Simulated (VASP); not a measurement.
# AgCl (I4/mmm) in VASP: further runs

The runs below take AgCl through single point, with PBE.

Everything below comes from runs of VASP 6.6.1. Logs are shortened: lines on timing, memory, paths and dates and some standing lists are left out, and cuts for length are marked.

**1. The cell of the first run**

It takes space group I4/mmm (No. 139, tetragonal). The conventional cell has a = 3.922 Å, b = 3.922 Å, c = 5.324 Å, α = 90.00°, β = 90.00°, γ = 90.00°. Ag (site symmetry 4/mmm) has 6 Cl at 2.66 to 2.77 Å within 3.5 Å. Cl (site symmetry 4/mmm) has 6 Ag at 2.66 to 2.77 Å within 3.5 Å.

**2. Single point, PBE (strain +0.000 along x and y, -0.040 along z)**

Input file INCAR:

```
ALGO     = Normal         # electronic algorithm
EDIFF    = 1E-6           # SCF threshold, eV
ENCUT    = 520            # plane-wave cutoff, eV
GGA      = PE             # functional
ISIF     = 2              # what is computed and relaxed
ISMEAR   = 0              # smearing method
LASPH    = True           # aspherical terms in the spheres
LCHARG   = True           # write CHGCAR
LELF     = True           # ELF
LREAL    = False          # projectors in reciprocal space
LVHAR    = True         
LWAVE    = False          # write WAVECAR
NBANDS   = 16             # bands
NELM     = 100            # most SCF steps
PREC     = Accurate       # precision mode
SIGMA    = 0.05           # smearing width, eV
```

Input file KPOINTS:

```
k-points
0
Gamma
  8 8 8
```

Input file POSCAR:

```
AgCl
1.0
    0.0000000000      2.7731500000      2.6622240000
    2.7731500000      0.0000000000      2.6622240000
    2.7731500000      2.7731500000      0.0000000000
Ag Cl
1 1
Direct
    0.5000000000      0.5000000000      0.5000000000
    0.0000000000      0.0000000000      0.0000000000
```

Potentials or basis: VASP PAW PBE potentials, release 64 (Ag, Cl).

Command:

```
> cat potpaw_PBE.64/Ag/POTCAR potpaw_PBE.64/Cl/POTCAR > POTCAR
> mpirun -np 1 vasp_std > vasp.out
```

OUTCAR:

```text
EDIFF = 1E-6
   ENCUT = 520
   GGA = PE
   ISIF = 2
   ISMEAR = 0
   LASPH = True
   LREAL = False
   NELM = 100
   PREC = Accurate

 ion  position               nearest neighbor table
   1  0.500  0.500  0.500-   2 2.66   2 2.66   2 2.77   2 2.77   2 2.77   2 2.77
   2  0.000  0.000  0.000-   1 2.66   1 2.66   1 2.77   1 2.77   1 2.77   1 2.77

  LATTYP: Found a body centered tetragonal cell.
 ALAT       =     3.9218263405
 C/A-ratio  =     1.3576450199

  Lattice vectors:

 A1 = (   0.0000000000,  -2.7731500000,  -2.6622240000)
 A2 = (   0.0000000000,   2.7731500000,  -2.6622240000)
 A3 = (   2.7731500000,   0.0000000000,   2.6622240000)

Analysis of symmetry for initial positions (statically):
=====================================================================
 Subroutine PRICEL returns:
 Original cell was already a primitive cell.

 Routine SETGRP: Setting up the symmetry group for a
 body centered tetragonal supercell.

 Subroutine GETGRP returns: Found 16 space group operations
 (whereof 16 operations were pure point group operations)
 out of a pool of 16 trial point group operations.

The static configuration has the point symmetry D_4h.

Analysis of symmetry for dynamics (positions and initial velocities):
=====================================================================
 Subroutine PRICEL returns:
 Original cell was already a primitive cell.

 Routine SETGRP: Setting up the symmetry group for a
 body centered tetragonal supercell.

 Subroutine GETGRP returns: Found 16 space group operations
 (whereof 16 operations were pure point group operations)
 out of a pool of 16 trial point group operations.

The dynamic configuration has the point symmetry D_4h.

 Subroutine INISYM returns: Found 16 space group operations
 (whereof 16 operations are pure point group operations),
 and found     1 'primitive' translations

----------------------------------------------------------------------------------------

                                     Primitive cell

  volume of cell :      40.9469

  direct lattice vectors                    reciprocal lattice vectors
     0.000000000  2.773150000  2.662224000    -0.180300380  0.180300380  0.187812896
     2.773150000  0.000000000  2.662224000     0.180300380 -0.180300380  0.187812896
     2.773150000  2.773150000  0.000000000     0.180300380  0.180300380 -0.187812896

  length of vectors
     3.844190103  3.844190103  3.921826340     0.316686183  0.316686183  0.316686183

  position of ions in fractional coordinates (direct lattice)
     0.500000000  0.500000000  0.500000000
     0.000000000  0.000000000  0.000000000

  ion indices of the primitive-cell ions
   primitive index   ion index
                 1           1
                 2           2

----------------------------------------------------------------------------------------

 KPOINTS: k-points

Automatic generation of k-mesh.
 Grid dimensions read from file:
 generate k-points for:    8    8    8

 Generating k-lattice:

  Cartesian coordinates                     Fractional coordinates (reciprocal lattice)
    -0.022537548  0.022537548  0.023476612     0.125000000 -0.000000000  0.000000000
     0.022537548 -0.022537548  0.023476612    -0.000000000  0.125000000  0.000000000
     0.022537548  0.022537548 -0.023476612     0.000000000  0.000000000  0.125000000

  Length of vectors
     0.039585773  0.039585773  0.039585773

  Shift w.r.t. Gamma in fractional coordinates (k-lattice)
     0.000000000  0.000000000  0.000000000

 Subroutine IBZKPT returns following result:
 ===========================================

 Found     59 irreducible k-points:

 Following reciprocal coordinates:
            Coordinates               Weight
  0.000000  0.000000  0.000000      1.000000
  0.125000 -0.000000  0.000000      8.000000
  0.250000 -0.000000  0.000000      8.000000
  0.375000  0.000000  0.000000      8.000000
  0.500000 -0.000000  0.000000      4.000000
  0.125000  0.125000  0.000000      2.000000
[... 16 lines left out ...]
  0.250000  0.000000  0.125000     16.000000
  0.375000  0.000000  0.125000     16.000000
 [... further k-points ...]
   k-points           NKPTS =     59   k-points in BZ     NKDIM =     59   number of bands    NBANDS=     16
   number of dos      NEDOS =    301   number of ions     NIONS =      2
   total plane-waves  NPLWV =  27000
   dimension x,y,z NGX =    30 NGY =   30 NGZ =   30
   dimension x,y,z NGXF=    60 NGYF=   60 NGZF=   60
   ions per type =               1   1
   NGX,Y,Z   is equivalent  to a cutoff of  12.97, 12.97, 12.72 a.u.
   NGXF,Y,Z  is equivalent  to a cutoff of  25.95, 25.95, 25.43 a.u.
 SYSTEM =  unknown system
   PREC   = accura    normal or accurate (medium, high low for compatibility)
   ISTART =      0    job   : 0-new  1-cont  2-samecut
   ICHARG =      2    charge: 1-file 2-atom 10-const
   ISPIN  =      1    spin polarized calculation?
   LNONCOLLINEAR =      F non collinear calculations
   LSORBIT =      F    spin-orbit coupling
   LASPH  =      T    aspherical Exc in radial PAW
   ENCUT  =  520.0 eV  38.22 Ry    6.18 a.u.   7.15  7.15  7.29*2*pi/ulx,y,z
   NELM   =    100;   NELMIN=  2; NELMDL= -5     # of ELM steps
   EDIFF  = 0.1E-05   stopping-criterion for ELM
   LREAL  =      F    real-space projection
[... 7 lines left out ...]
   TEBEG  =    0.0;   TEEND  =   0.0 temperature during run
   PSTRESS=    0.0 pullay stress
   NELECT =      18.0000    total number of electrons
   NUPDOWN=      -1.0000    fix difference up-down
   EMIN   =  10.00;   EMAX   =-10.00  energy-range for DOS
   EFERMI =   0.00;   METHOD = LEGACY
   ISMEAR =     0;   SIGMA  =   0.05  broadening in eV -4-tet -1-fermi 0-gaus
   EFERMI_NEDOS =   21; number of points for ismear=-14 and -15
   IALGO  =     38    algorithm
   IMIX   =      4    mixing-type and parameters
     AMIX     =   0.40;   BMIX     =  1.00
     AMIX_MAG =   1.60;   BMIX_MAG =  1.00
  volume/ion in A,a.u.               =      20.47       138.16
  Fermi-wavevector in a.u.,A,eV,Ry     =   1.244778  2.352289 21.081849  1.549472
  Thomas-Fermi vector in A             =   2.379030
   LORBIT       =      0    0 simple, 1 ext, 2 COOP (PROOUT), +10 PAW based schemes
   GGA     = PE    functional components
   LHFCALC =     F    Hartree Fock is set to
   AEXX    =    0.0000 exact exchange contribution
   IVDW    =     0    specifies the selected vdW correction
   LEPSILON=     F    determine dielectric tensor
   LRPA    =     F    only Hartree local field effects (RPA)
 non-spin polarized calculation
 Gauss-broadening in eV      SIGMA  =   0.05
  energy-cutoff  :      520.00
  volume of cell :       40.95
 maximum number of plane-waves:      1120
 NGX is ok and might be reduce to    30
   NGX = 15   NGY = 15   NGZ = 15

 number of electron      18.0000005 magnetization

 Free energy of the ion-electron system (eV)
  ---------------------------------------------------
  ext. energy  EPLUGINS =         0.00000000
  ---------------------------------------------------
  free energy    TOTEN  =        -5.36091897 eV

  energy without entropy =       -5.36091897  energy(sigma->0) =       -5.36091897

 E-fermi :   4.7183     XC(G=0): -10.1786

 val. band max:        4.4779130216   @ k =   0.5000  -0.0000   0.0000
 cond. band min:       5.2642624295   @ k =   0.0000   0.0000   0.0000
 fundamental gap:      0.7863494079
 Fermi energy:         4.7183310450

 k-point     1 :       0.0000    0.0000    0.0000
  band No.  band energies     occupation
      1     -11.0913      2.00000
      2       1.6932      2.00000
      3       1.6932      2.00000
      4       1.7480      2.00000
      5       1.7620      2.00000
      6       1.7793      2.00000
[... 8 lines left out ...]
     15      17.5821      0.00000
     16      17.5821      0.00000

 k-point     2 :       0.1250   -0.0000    0.0000
  band No.  band energies     occupation
      1     -11.0240      2.00000
      2       0.9117      2.00000
      3       1.0355      2.00000
      4       1.0765      2.00000
      5       1.7664      2.00000
      6       1.8158      2.00000
[... 8 lines left out ...]
     15      16.5351      0.00000
     16      17.3182      0.00000

 k-point     3 :       0.2500   -0.0000    0.0000
  band No.  band energies     occupation
      1     -10.8540      2.00000
      2      -0.1391      2.00000
      3       0.3764      2.00000
      4       0.4818      2.00000
      5       1.9195      2.00000
      6       1.9419      2.00000
[... 8 lines left out ...]
     15      16.6634      0.00000
     16      17.2039      0.00000

 k-point     4 :       0.3750    0.0000    0.0000
  band No.  band energies     occupation
      1     -10.6719      2.00000
      2      -0.9616      2.00000
      3      -0.0210      2.00000
      4       0.1018      2.00000
      5       2.0720      2.00000
      6       2.0810      2.00000
[... 8 lines left out ...]
     15      17.5827      0.00000
     16      17.5953      0.00000
[... 324 lines left out ...]
 k-point    22 :       0.1250    0.0000    0.1250
  band No.  band energies     occupation
      1     -11.0096      2.00000
      2       0.5362      2.00000
      3       1.2909      2.00000
      4       1.4346      2.00000
      5       1.6421      2.00000
      6       1.7947      2.00000
[... 8 lines left out ...]
     15      18.3144      0.00000
     16      18.4663      0.00000

 k-point    23 :       0.2500    0.0000    0.1250
  band No.  band energies     occupation
      1     -10.8837      2.00000
      2      -0.0574      2.00000
      3       0.6993      2.00000
      4       0.8692      2.00000
      5       1.7386      2.00000
      6       1.9498      2.00000
[... 8 lines left out ...]
     15      17.8438      0.00000
     16      18.5890      0.00000

 k-point    24 :       0.3750    0.0000    0.1250
  band No.  band energies     occupation
      1     -10.7111      2.00000
      2      -0.6509      2.00000
      3       0.1058      2.00000
      4       0.3215      2.00000
      5       1.9118      2.00000
      6       2.0973      2.00000
[... 8 lines left out ...]
     15      18.0686      0.00000
     16      18.4732      0.00000

 [... further k-points ...]

------------------------ aborting loop because EDIFF is reached ----------------------------------------

  FORCE on cell =-STRESS in cart. coord.  units (eV):
  Direction    XX          YY          ZZ          XY          YZ          ZX
  --------------------------------------------------------------------------------------
  -------------------------------------------------------------------------------------
  Total        0.8632979      0.8632979      1.2688014      0.0000000      0.0000000      0.0000000
  in kB       33.7792457     33.7792457     49.6458447      0.0000000      0.0000000      0.0000000
  external PRESSURE =      39.0681120 kB  Pullay stress =       0.0000000 kB

 VOLUME and BASIS-vectors are now :
 -----------------------------------------------------------------------------
  energy-cutoff  :      520.00
  volume of cell :       40.95
      direct lattice vectors                 reciprocal lattice vectors
     0.000000000  2.773150000  2.662224000    -0.180300380  0.180300380  0.187812896
     2.773150000  0.000000000  2.662224000     0.180300380 -0.180300380  0.187812896
     2.773150000  2.773150000  0.000000000     0.180300380  0.180300380 -0.187812896

 POSITION                                       TOTAL-FORCE (eV/Angst)
 -----------------------------------------------------------------------------------
      2.77315      2.77315      2.66222         0.000000      0.000000      0.000000
      0.00000      0.00000      0.00000         0.000000     -0.000000      0.000000
 -----------------------------------------------------------------------------------
    total drift:                                0.000000      0.000000      0.000000

  FREE ENERGIE OF THE ION-ELECTRON SYSTEM (eV)
  ---------------------------------------------------
  free  energy   TOTEN  =        -5.3609189705 eV

  energy  without entropy=       -5.3609189705  energy(sigma->0) =       -5.36091897
```

It took 42 s on 1 thread of Intel Xeon Platinum 8259CL at 2.50GHz (Skylake/Cascade Lake), shared host; peak memory 0.19 GiB.

Results:

* Free energy: -5.3609 eV
* Pressure: 3.9 GPa
* Band gap on the k mesh: 0.79 eV, indirect (least direct gap 3.33 eV)

Caveat: the cell differs from its parent crystal (strain +0.000 along x and y, -0.040 along z). A k mesh can miss the band edges.

**3. Single point, PBE (strain -0.040 along x and y, +0.040 along z)**

Input file INCAR:

```
SYSTEM = AgCl
PREC = Accurate
ENCUT = 520
EDIFF = 1E-6
ISMEAR = 0
SIGMA = 0.05
LREAL = .FALSE.
LASPH = .TRUE.
NELM = 80
ALGO = Normal
ISIF = 2
LWAVE = .FALSE.
LCHARG = .FALSE.
GGA = PE
NBANDS = 16
```

Input file KPOINTS:

```
regular mesh
0
G
  8 8 8
  0 0 0
```

Input file POSCAR:

```
AgCl
1.0
    0.0000000000      2.6622240000      2.8840760000
    2.6622240000      0.0000000000      2.8840760000
    2.6622240000      2.6622240000      0.0000000000
Ag Cl
1 1
Direct
    0.5000000000      0.5000000000      0.5000000000
    0.0000000000      0.0000000000      0.0000000000
```

Potentials or basis: VASP PAW PBE potentials, release 64 (Ag, Cl).

Command:

```
> cat potpaw_PBE.64/Ag/POTCAR potpaw_PBE.64/Cl/POTCAR > POTCAR
> mpirun -np 1 vasp_std > vasp.out
```

Wall time 46 s (1 thread of Intel Xeon Platinum 8259CL at 2.50GHz (Skylake/Cascade Lake), shared host); peak memory 0.18 GiB.

The run converged. Its results:

| Item | Value |
| --- | --- |
| Free energy | -5.3433 eV |
| Pressure | 4.5 GPa |
| Band gap on the k mesh | 0.67 eV, indirect (least direct gap 3.33 eV) |

Stress tensor (GPa, compression positive):
```
5.58 0.00 0.00
0.00 5.58 0.00
0.00 0.00 2.33
```

Levels at points of the mesh, in eV from the valence-band top:
| k point | band 5 | band 6 | band 7 | band 8 | band 9 | band 10 | band 11 | band 12 | band 13 | band 14 |
| --- | --- | --- | --- | --- | --- | --- | --- | --- | --- | --- |
| (0.00, 0.00, 0.00) | -2.89 | -2.88 | -2.86 | -2.86 | -2.66 | 0.67 | 10.44 | 10.67 | 10.67 | 12.08 |
| (0.50, 0.00, 0.00) | -2.53 | -2.49 | -2.15 | -0.56 | 0.00 | 3.82 | 6.57 | 6.97 | 7.72 | 13.18 |
| (0.50, 0.50, 0.00) | -3.36 | -2.75 | -2.39 | -2.39 | -2.29 | 2.14 | 7.95 | 8.03 | 11.87 | 11.87 |
| (0.50, 0.00, 0.50) | -3.26 | -2.64 | -2.44 | -2.35 | -2.23 | 2.02 | 7.55 | 8.75 | 10.63 | 11.93 |

Caveat: the cell differs from its parent crystal (strain -0.040 along x and y, +0.040 along z). A k mesh can miss the band edges.
